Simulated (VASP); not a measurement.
Wanted: the native input for a VASP 6.6.1 run.

```yaml
Task: single point
Functional: PBE
Potentials_or_basis: VASP PAW PBE potentials, release 64 (Ta_pv, H)
Cutoff: 500 eV
k_mesh: 6 × 6 × 6
Occupations: gaussian, width 0.2 eV
Spin: no spin polarisation
Dipole_correction: no
Further_INCAR_settings: ALGO = Normal; EDIFF = 1e-06; NBANDS = 13
```

The structure of TaH lies in POSCAR:

```
TaH
1.0
    2.8490179063      0.0000000000      0.0000000000
    0.0000000000      2.8490179063      0.0000000000
    0.0000000000      0.0000000000      2.8496376155
Ta H
1 1
Direct
    0.5000000000      0.5000000000      0.5000000000
    0.0000000000      0.0000000000      0.5000000000
```

One way to write it, as run:

INCAR

```
PREC = Accurate ; ENCUT = 500
EDIFF = 1E-6 ; ISMEAR = 0
SIGMA = 0.2 ; LREAL = F
LASPH = T ; NELM = 120
ALGO = Normal ; ISIF = 2
LWAVE = F ; LCHARG = F
GGA = PE ; NBANDS = 13
GGA_COMPAT = F
```

KPOINTS

```
Automatic mesh
0
Gamma
  6 6 6
```

Potentials or basis: VASP PAW PBE potentials, release 64 (Ta_pv, H).

The run is started by

```sh
$ cat potpaw_PBE.64/Ta_pv/POTCAR potpaw_PBE.64/H/POTCAR > POTCAR
$ mpirun -np 1 vasp_std > vasp.out
```

It gave:

```
Pressure               : -0.1 GPa
Band gap on the k mesh : zero (band 6 reaches 7.11 eV, above the bottom of band 7 at 4.30 eV)
```

Caveat: the k points lie up to 0.37 Å⁻¹ apart; spin-orbit coupling is left out, which moves the levels of the heavy elements.

Wall time 20 s on 1 thread of AMD EPYC 7R43 64-Core Processor (Zen 3), with other jobs on the host, peak memory 0.11 GiB.
